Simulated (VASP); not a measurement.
# Au (I4/mmm) in VASP: notebook

Au is run at these levels: r2SCAN; tasks: single point.

Program: VASP 6.6.1. These are calculated values, not measurements. Logs are shortened: lines on timing, memory, paths and dates and some standing lists are left out, and cuts for length are marked.

## (1) The cell of the first run

It takes space group I4/mmm (No. 139, tetragonal). The conventional cell has a = 3.308 Å, b = 3.308 Å, c = 3.144 Å, α = 90.00°, β = 90.00°, γ = 90.00°. Within 3.7 Å of Au (site symmetry 4/mmm) lie 14 Au at 2.82 to 3.31 Å.

## (2) Single point, r2SCAN (uniaxial strain along c: -4.0 %)

File POSCAR:

```
Au
1.0
    3.3081297238      0.0000000000      0.0000000000
    0.0000000000      3.3081297238      0.0000000000
    0.0000000000      0.0000000000      3.1443609256
Au
2
Direct
    0.0000000000      0.0000000000      0.0000000000
    0.5000000000      0.5000000000      0.5000000000
```

File INCAR.step1:

```
SYSTEM = Au
PREC = Accurate
ENCUT = 520
ISMEAR = 0
SIGMA = 0.1
LREAL = .FALSE.
LASPH = .TRUE.
NELM = 60
NBANDS = 18
GGA = PE
ALGO = Normal
EDIFF = 1E-4
LWAVE = .TRUE.
LCHARG = .FALSE.
```

File INCAR.step2:

```
SYSTEM = Au
PREC = Accurate
ENCUT = 520
EDIFF = 1E-6
ISMEAR = 0
SIGMA = 0.1
LREAL = .FALSE.
LASPH = .TRUE.
NELM = 60
ALGO = Normal
ISIF = 2
LWAVE = .FALSE.
LCHARG = .FALSE.
METAGGA = R2SCAN
LMIXTAU = .TRUE.
NBANDS = 18
ISTART = 1
```

File KPOINTS:

```
regular mesh
0
G
  16 16 16
  0 0 0
```

Potentials or basis: VASP PAW PBE potentials, release 64 (Au).

The run is started by

```sh
cat potpaw_PBE.64/Au/POTCAR > POTCAR
cp INCAR.step1 INCAR
mpirun -np 1 vasp_std > vasp.out
cp INCAR.step2 INCAR
mpirun -np 1 vasp_std > vasp.out
```

OUTCAR:

```text
SYSTEM = Au
   PREC = Accurate
   ENCUT = 520
   EDIFF = 1E-6
   ISMEAR = 0
   LREAL = .FALSE.
   LASPH = .TRUE.
   NELM = 60
   ISIF = 2
   METAGGA = R2SCAN
   ISTART = 1

 ion  position               nearest neighbor table
   1  0.000  0.000  0.000-   2 2.82   2 2.82   2 2.82   2 2.82   2 2.82   2 2.82   2 2.82   2 2.82

   2  0.500  0.500  0.500-   1 2.82   1 2.82   1 2.82   1 2.82   1 2.82   1 2.82   1 2.82   1 2.82

  LATTYP: Found a simple tetragonal cell.
 ALAT       =     3.3081297238
 C/A-ratio  =     0.9504950495

  Lattice vectors:

 A1 = (   3.3081297238,   0.0000000000,   0.0000000000)
 A2 = (   0.0000000000,   3.3081297238,   0.0000000000)
 A3 = (   0.0000000000,   0.0000000000,   3.1443609256)

Analysis of symmetry for initial positions (statically):
=====================================================================
 Subroutine PRICEL returns following result:

  LATTYP: Found a body centered tetragonal cell.
 ALAT       =     3.3081297238
 C/A-ratio  =     0.9504950495

  Lattice vectors:

 A1 = (  -1.6540648619,  -1.6540648619,  -1.5721804628)
 A2 = (   1.6540648619,   1.6540648619,  -1.5721804628)
 A3 = (   1.6540648619,  -1.6540648619,   1.5721804628)

   2 primitive cells build up your supercell.

 Routine SETGRP: Setting up the symmetry group for a
 simple tetragonal supercell.

 Subroutine GETGRP returns: Found 16 space group operations
 (whereof 16 operations were pure point group operations)
 out of a pool of 16 trial point group operations.

The static configuration has the point symmetry D_4h.

Analysis of symmetry for dynamics (positions and initial velocities):
=====================================================================
 Subroutine PRICEL returns following result:

  LATTYP: Found a body centered tetragonal cell.
 ALAT       =     3.3081297238
 C/A-ratio  =     0.9504950495

  Lattice vectors:

 A1 = (  -1.6540648619,  -1.6540648619,  -1.5721804628)
 A2 = (   1.6540648619,   1.6540648619,  -1.5721804628)
 A3 = (   1.6540648619,  -1.6540648619,   1.5721804628)

   2 primitive cells build up your supercell.

 Routine SETGRP: Setting up the symmetry group for a
 simple tetragonal supercell.

 Subroutine GETGRP returns: Found 16 space group operations
 (whereof 16 operations were pure point group operations)
 out of a pool of 16 trial point group operations.

The dynamic configuration has the point symmetry D_4h.

 Subroutine INISYM returns: Found 16 space group operations
 (whereof 16 operations are pure point group operations),
 and found     2 'primitive' translations

----------------------------------------------------------------------------------------

                                     Primitive cell

  volume of cell :      17.2055

  direct lattice vectors                    reciprocal lattice vectors
    -1.654064862 -1.654064862 -1.572180463     0.000000000 -0.302285607 -0.318029649
     1.654064862  1.654064862 -1.572180463     0.302285607  0.000000000 -0.318029649
     1.654064862 -1.654064862  1.572180463     0.302285607 -0.302285607  0.000000000

  length of vectors
     2.818441509  2.818441509  2.818441509     0.438770379  0.438770379  0.427496404

  position of ions in fractional coordinates (direct lattice)
     0.000000000  0.000000000  0.000000000

  ion indices of the primitive-cell ions
   primitive index   ion index
                 1           1

----------------------------------------------------------------------------------------

 KPOINTS: regular mesh

Automatic generation of k-mesh.
 Grid dimensions read from file:
 generate k-points for:   16   16   16

 Generating k-lattice:

  Cartesian coordinates                     Fractional coordinates (reciprocal lattice)
     0.018892850  0.000000000  0.000000000     0.062500000  0.000000000  0.000000000
     0.000000000  0.018892850  0.000000000     0.000000000  0.062500000  0.000000000
     0.000000000  0.000000000  0.019876853     0.000000000  0.000000000  0.062500000

  Length of vectors
     0.018892850  0.018892850  0.019876853

  Shift w.r.t. Gamma in fractional coordinates (k-lattice)
     0.000000000  0.000000000  0.000000000

 Subroutine IBZKPT returns following result:
 ===========================================

 Found    405 irreducible k-points:

 Following reciprocal coordinates:
            Coordinates               Weight
  0.000000  0.000000  0.000000      1.000000
  0.062500  0.000000  0.000000      4.000000
  0.125000  0.000000  0.000000      4.000000
  0.187500  0.000000  0.000000      4.000000
  0.250000  0.000000  0.000000      4.000000
  0.312500  0.000000  0.000000      4.000000
[... 16 lines left out ...]
  0.437500  0.125000  0.000000      8.000000
  0.500000  0.125000  0.000000      4.000000
 [... further k-points ...]
   k-points           NKPTS =    405   k-points in BZ     NKDIM =    405   number of bands    NBANDS=     18
   number of dos      NEDOS =    301   number of ions     NIONS =      2
   total plane-waves  NPLWV =  18816
   dimension x,y,z NGX =    28 NGY =   28 NGZ =   24
   dimension x,y,z NGXF=    56 NGYF=   56 NGZF=   48
   ions per type =               2
   NGX,Y,Z   is equivalent  to a cutoff of  14.07, 14.07, 12.69 a.u.
   NGXF,Y,Z  is equivalent  to a cutoff of  28.14, 28.14, 25.38 a.u.
 SYSTEM =  Au
   PREC   = accura    normal or accurate (medium, high low for compatibility)
   ISTART =      1    job   : 0-new  1-cont  2-samecut
   ICHARG =      0    charge: 1-file 2-atom 10-const
   ISPIN  =      1    spin polarized calculation?
   LNONCOLLINEAR =      F non collinear calculations
   LSORBIT =      F    spin-orbit coupling
   LASPH  =      T    aspherical Exc in radial PAW
   ENCUT  =  520.0 eV  38.22 Ry    6.18 a.u.   6.15  6.15  5.85*2*pi/ulx,y,z
   NELM   =     60;   NELMIN=  2; NELMDL=  0     # of ELM steps
   EDIFF  = 0.1E-05   stopping-criterion for ELM
   LREAL  =      F    real-space projection
   EDIFFG = 0.1E-04   stopping-criterion for IOM
   NSW    =      0    number of steps for IOM
   IBRION =     -1    ionic relax: 0-MD 1-quasi-New 2-CG
   NFREE  =      0    steps in history (QN), initial steepest desc. (CG)
   ISIF   =      2    stress and relaxation
   ISYM   =      2    0-nonsym 1-usesym 2-fastsym
   POTIM  = 0.5000    time-step for ionic-motion
   TEBEG  =    0.0;   TEEND  =   0.0 temperature during run
   PSTRESS=    0.0 pullay stress
   NELECT =      22.0000    total number of electrons
   NUPDOWN=      -1.0000    fix difference up-down
   EMIN   =  10.00;   EMAX   =-10.00  energy-range for DOS
   EFERMI =   0.00;   METHOD = LEGACY
   ISMEAR =     0;   SIGMA  =   0.10  broadening in eV -4-tet -1-fermi 0-gaus
   EFERMI_NEDOS =   21; number of points for ismear=-14 and -15
   IALGO  =     38    algorithm
   IMIX   =      4    mixing-type and parameters
     AMIX     =   0.40;   BMIX     =  1.00
     AMIX_MAG =   1.60;   BMIX_MAG =  1.00
  volume/ion in A,a.u.               =      17.21       116.11
  Fermi-wavevector in a.u.,A,eV,Ry     =   1.410316  2.665112 27.061886  1.988993
  Thomas-Fermi vector in A             =   2.532283
   LORBIT       =      0    0 simple, 1 ext, 2 COOP (PROOUT), +10 PAW based schemes
   METAGGA = R2SCAN    functional components
   LHFCALC =     F    Hartree Fock is set to
   AEXX    =    0.0000 exact exchange contribution
   IVDW    =     0    specifies the selected vdW correction
   LEPSILON=     F    determine dielectric tensor
   LRPA    =     F    only Hartree local field effects (RPA)
 non-spin polarized calculation
 Gauss-broadening in eV      SIGMA  =   0.10
  energy-cutoff  :      520.00
  volume of cell :       34.41
 maximum number of plane-waves:       952
 NGX is ok and might be reduce to    28
   NGX = 13   NGY = 13   NGZ = 11

 number of electron      22.0000001 magnetization

 Free energy of the ion-electron system (eV)
  ---------------------------------------------------
  ext. energy  EPLUGINS =         0.00000000
  ---------------------------------------------------
  free energy    TOTEN  =      -101.14350309 eV

  energy without entropy =     -101.14140671  energy(sigma->0) =     -101.14245490

 E-fermi :   9.2294     XC(G=0): -13.5569

 val. band max:        9.2241837012   @ k =   0.4375   0.3750   0.0000
 cond. band min:       9.2310166437   @ k =   0.0000   0.0000   0.3750
 fundamental gap:      0.0068329424
 Fermi energy:         9.2294260520

 k-point     1 :       0.0000    0.0000    0.0000
  band No.  band energies     occupation
      1      -0.8027      2.00000
      2       2.1301      2.00000
      3       2.1303      2.00000
      4       3.8659      2.00000
      5       4.2129      2.00000
      6       4.2129      2.00000
[... 10 lines left out ...]
     17      26.2721      0.00000
     18      26.2721      0.00000

 k-point     2 :       0.0625    0.0000    0.0000
  band No.  band energies     occupation
      1      -0.7306      2.00000
      2       2.1603      2.00000
      3       2.1725      2.00000
      4       3.8729      2.00000
      5       4.2185      2.00000
      6       4.2377      2.00000
[... 10 lines left out ...]
     17      26.2236      0.00000
     18      26.3460      0.00000

 k-point     3 :       0.1250    0.0000    0.0000
  band No.  band energies     occupation
      1      -0.5166      2.00000
      2       2.2496      2.00000
      3       2.2947      2.00000
      4       3.8951      2.00000
      5       4.2365      2.00000
      6       4.3112      2.00000
[... 10 lines left out ...]
     17      26.0923      0.00000
     18      26.4292      0.00000

 k-point     4 :       0.1875    0.0000    0.0000
  band No.  band energies     occupation
      1      -0.1675      2.00000
      2       2.3955      2.00000
      3       2.4809      2.00000
      4       3.9373      2.00000
      5       4.2717      2.00000
      6       4.4317      2.00000
[... 10 lines left out ...]
     17      26.0747      0.00000
     18      26.7810      0.00000

 k-point     5 :       0.2500    0.0000    0.0000
  band No.  band energies     occupation
      1       0.3036      2.00000
      2       2.5923      2.00000
      3       2.7037      2.00000
      4       4.0060      2.00000
      5       4.3304      2.00000
      6       4.5963      2.00000
[... 10 lines left out ...]
     17      26.0532      0.00000
     18      26.8392      0.00000

 k-point     6 :       0.3125    0.0000    0.0000
  band No.  band energies     occupation
      1       0.8742      2.00000
      2       2.8203      2.00000
      3       2.9306      2.00000
      4       4.1090      2.00000
      5       4.4201      2.00000
      6       4.8006      2.00000
[... 10 lines left out ...]
     17      25.9567      0.00000
     18      26.1104      0.00000

 k-point     7 :       0.3750    0.0000    0.0000
  band No.  band energies     occupation
      1       1.5054      2.00000
      2       2.9804      2.00000
      3       3.1846      2.00000
      4       4.2538      2.00000
      5       4.5483      2.00000
      6       4.5823      2.00000
[... 10 lines left out ...]
     17      25.4637      0.00000
     18      25.8236      0.00000

 k-point     8 :       0.4375    0.0000    0.0000
  band No.  band energies     occupation
      1       2.1301      2.00000
      2       2.9378      2.00000
      3       3.5021      2.00000
      4       4.2182      2.00000
      5       4.4471      2.00000
      6       4.7209      2.00000
[... 10 lines left out ...]
     17      24.2286      0.00000
     18      25.6630      0.00000
[... 229 lines left out ...]
     17      26.2008      0.00000
     18      26.3036      0.00000

 k-point    20 :       0.2500    0.1250    0.0000
  band No.  band energies     occupation
      1       0.5175      2.00000
      2       2.6314      2.00000
      3       2.8953      2.00000
      4       3.9904      2.00000
      5       4.0199      2.00000
      6       5.0487      2.00000
[... 10 lines left out ...]
     17      26.0358      0.00000
     18      26.2072      0.00000

 k-point    21 :       0.3125    0.1250    0.0000
  band No.  band energies     occupation
      1       1.0316      2.00000
      2       2.7822      2.00000
      3       3.1497      2.00000
      4       4.0195      2.00000
      5       4.1127      2.00000
      6       5.1305      2.00000
[... 10 lines left out ...]
     17      25.6683      0.00000
     18      26.2099      0.00000

 k-point    22 :       0.3750    0.1250    0.0000
  band No.  band energies     occupation
      1       1.5798      2.00000
      2       2.8664      2.00000
      3       3.3999      2.00000
      4       4.0971      2.00000
      5       4.1888      2.00000
      6       4.9392      2.00000
[... 10 lines left out ...]
     17      25.2973      0.00000
     18      26.2716      0.00000

 k-point    23 :       0.4375    0.1250    0.0000
  band No.  band energies     occupation
      1       2.1007      2.00000
      2       2.7925      2.00000
      3       3.6555      2.00000
      4       4.1275      2.00000
      5       4.2271      2.00000
      6       4.6500      2.00000
[... 10 lines left out ...]
     17      24.9345      0.00000
     18      25.6875      0.00000

 k-point    24 :       0.5000    0.1250    0.0000
  band No.  band energies     occupation
      1       2.5255      2.00000
      2       2.5255      2.00000
      3       3.9150      2.00000
      4       3.9150      2.00000
      5       4.4114      2.00000
      6       4.4114      2.00000
[... 10 lines left out ...]
     17      24.5711      0.00000
     18      24.5711      0.00000

 [... further k-points ...]

------------------------ aborting loop because EDIFF is reached ----------------------------------------

  FORCE on cell =-STRESS in cart. coord.  units (eV):
  Direction    XX          YY          ZZ          XY          YZ          ZX
  --------------------------------------------------------------------------------------
  -------------------------------------------------------------------------------------
  Total        0.8998001      0.8998001      0.7826828      0.0000000     -0.0000000      0.0000000
  in kB       41.8947072     41.8947072     36.4417257      0.0000000     -0.0000000      0.0000000
  external PRESSURE =      40.0770467 kB  Pullay stress =       0.0000000 kB

 VOLUME and BASIS-vectors are now :
 -----------------------------------------------------------------------------
  energy-cutoff  :      520.00
  volume of cell :       34.41
      direct lattice vectors                 reciprocal lattice vectors
     3.308129724  0.000000000  0.000000000     0.302285607  0.000000000  0.000000000
     0.000000000  3.308129724  0.000000000     0.000000000  0.302285607  0.000000000
     0.000000000  0.000000000  3.144360926     0.000000000  0.000000000  0.318029649

 POSITION                                       TOTAL-FORCE (eV/Angst)
 -----------------------------------------------------------------------------------
      0.00000      0.00000      0.00000         0.000000      0.000000      0.000000
      1.65406      1.65406      1.57218        -0.000000     -0.000000     -0.000000
 -----------------------------------------------------------------------------------
    total drift:                                0.000000      0.000000      0.000000

  FREE ENERGIE OF THE ION-ELECTRON SYSTEM (eV)
  ---------------------------------------------------
  free  energy   TOTEN  =      -101.1435030921 eV

  energy  without entropy=     -101.1414067052  energy(sigma->0) =     -101.14245490
```

It took 9 min on 1 thread of Oxide Virtual Turin-like, shared host; peak memory 0.29 GiB.

What came out:

```yaml
Free_energy: -101.1435 eV
Pressure: 4.0 GPa
Band_gap_on_the_k_mesh: zero (bands 11 and 12 overlap by 5.60 eV)
```

Caveat: the cell differs from its parent crystal (uniaxial strain along c: -4.0 %); the cell stands under pressure; the PAW data sets were made with another functional, which shifts forces and pressure a little; spin-orbit coupling is left out, which moves the levels of the heavy elements.

## (3) Single point, r2SCAN (uniaxial strain along c: -2.0 %)

File POSCAR:

```
Au
1.0
    3.2917528440      0.0000000000      0.0000000000
    0.0000000000      3.2917528440      0.0000000000
    0.0000000000      0.0000000000      3.2098684449
Au
2
Direct
    0.0000000000      0.0000000000      0.0000000000
    0.5000000000      0.5000000000      0.5000000000
```

Changes to INCAR.step1 since step 2:

```diff
@@ -7,3 +7,3 @@
 LASPH = .TRUE.
-NELM = 60
+NELM = 100
 NBANDS = 18
```

Changes to INCAR.step2 since step 2:

```diff
@@ -3,3 +3,3 @@
 ENCUT = 520
-EDIFF = 1E-6
+EDIFF = 1E-7
 ISMEAR = 0
@@ -8,3 +8,3 @@
 LASPH = .TRUE.
-NELM = 60
+NELM = 100
 ALGO = Normal
```

File KPOINTS:

```
Automatic mesh
0
G
  16 16 16
  0 0 0
```

Potentials or basis: VASP PAW PBE potentials, release 64 (Au).

The run is started by

```sh
cat potpaw_PBE.64/Au/POTCAR > POTCAR
cp INCAR.step1 INCAR
mpirun -np 1 vasp_std > vasp.out
cp INCAR.step2 INCAR
mpirun -np 1 vasp_std > vasp.out
```

Run time: 6 min. Hardware: 1 thread of Oxide Virtual Turin-like, shared host; peak memory 0.28 GiB.

Results (log left out):

```
Free energy            : -101.1496 eV
Pressure               : 2.3 GPa
Band gap on the k mesh : zero (bands 11 and 12 overlap by 5.36 eV)
```

Stress tensor (GPa, compression positive):
```
2.33 0.00 0.00
0.00 2.33 0.00
0.00 0.00 2.13
```

Levels at points of the mesh, in eV from the Fermi level:
| k point | band 8 | band 9 | band 10 | band 11 | band 12 | band 13 | band 14 | band 15 |
| --- | --- | --- | --- | --- | --- | --- | --- | --- |
| (0.00, 0.00, 0.00) | -3.03 | -1.96 | -1.96 | -1.90 | 6.38 | 6.38 | 7.14 | 9.87 |
| (0.50, 0.00, 0.00) | -4.29 | -3.59 | -3.59 | -2.19 | -2.19 | 13.28 | 13.28 | 13.92 |
| (0.50, 0.50, 0.00) | -3.00 | -1.58 | -1.58 | -0.49 | -0.49 | 3.43 | 3.43 | 13.33 |
| (0.00, 0.00, 0.50) | -4.44 | -3.65 | -3.65 | -1.87 | -1.87 | 12.95 | 12.95 | 14.20 |
| (0.50, 0.00, 0.50) | -2.88 | -1.55 | -1.55 | -0.34 | -0.34 | 3.65 | 3.65 | 12.96 |
| (0.50, 0.50, 0.50) | -2.95 | -2.84 | -2.84 | 2.98 | 2.98 | 7.34 | 7.34 | 7.59 |

Caveat: the cell differs from its parent crystal (uniaxial strain along c: -2.0 %); the PAW data sets were made with another functional, which shifts forces and pressure a little; spin-orbit coupling is left out, which moves the levels of the heavy elements.

The gap in the log of VASP goes by the Fermi energy; the results here count the filled bands.